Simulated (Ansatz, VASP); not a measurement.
**One calculation of ZnCd2O3, two programs**

```
Zn Cd O
1.0
     3.48287   -0.00206    0.00404
    -0.00354    6.03375    0.00352
     0.01016    0.00509    8.72861
Zn Cd O
2 4 6
Cartesian
  0.0036 0.0017 2.9204
  1.7428 3.0175 2.9249
  3.4827 2.0093 0.1299
  1.7400 5.0276 0.1297
  1.7456 1.0071 5.7654
  3.4855 4.0229 5.7697
  1.7513 1.0101 7.9649
  3.4918 4.0257 7.9692
  0.0044 0.0024 4.8849
  1.7442 3.0186 4.8884
  3.4848 2.0109 2.3530
  1.7414 5.0286 2.3528
```

Change from the starting cell: cell x2, atoms moved at random (sigma 0.05 Å) and cell strained at random (1.5 %), then relaxed without symmetry.

Alike in both runs: functional PBE; k mesh 6 × 4 × 4; occupations gaussian, width 0.2 eV; no spin polarisation.

Ansatz relaxed the structure, and its values are those at the end. VASP's run is a single point on that final structure, the one shown.

```csv
,VASP,Ansatz
version,VASP 6.6.1,Ansatz 0.2.0
potentials or method,"VASP PAW PBE potentials, release 64 (Zn, Cd, O), cutoff 520 eV","scalar-relativistic, plane waves, PAW"
valence electrons in the cell,108,140
```

Ansatz gave:

| Item | Value |
| --- | --- |
| pressure (GPa) | -0.1 |
| rms of the force components (eV/Å) | 0.003 |

Problem. Estimate VASP's values.

Solution. Pressure (GPa): 1.0; rms of the force components (eV/Å): 0.016.

With one functional, cell and mesh, what is left measures potentials, basis and numerics. VASP's potentials hold 108 valence electrons a cell and Ansatz's 140, so a difference there can come from the potentials and not from the codes.
